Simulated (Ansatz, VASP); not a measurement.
# Two plane-wave programs on Ba

```
CELL_PARAMETERS angstrom
4.30472 0.00000 0.00000
-2.15236 3.72799 0.00000
0.00000 0.00000 14.05921
ATOMIC_POSITIONS crystal
Ba 0.00000 0.00000 0.00000
Ba 0.00000 0.00000 0.50000
Ba 0.33333 0.66667 0.25000
Ba 0.66667 0.33333 0.75000
```

Alike in both runs: task single point; functional PBE; k mesh 9 × 9 × 3; occupations fermi-dirac, width 0.1 eV; no spin polarisation.

|  | VASP | Ansatz |
| --- | --- | --- |
| version | VASP 6.6.1 | Ansatz 0.2.0 |
| potentials or method | VASP PAW PBE potentials, release 64 (Ba_sv), cutoff 520 eV | plane waves (420 eV) with PAW, scalar-relativistic |
| valence electrons in the cell | 40 | 40 |

```tsv
	VASP	Ansatz	Ansatz less VASP
pressure (GPa)	1.3	1.2	-0.09
```

Neither program's run includes spin-orbit coupling.
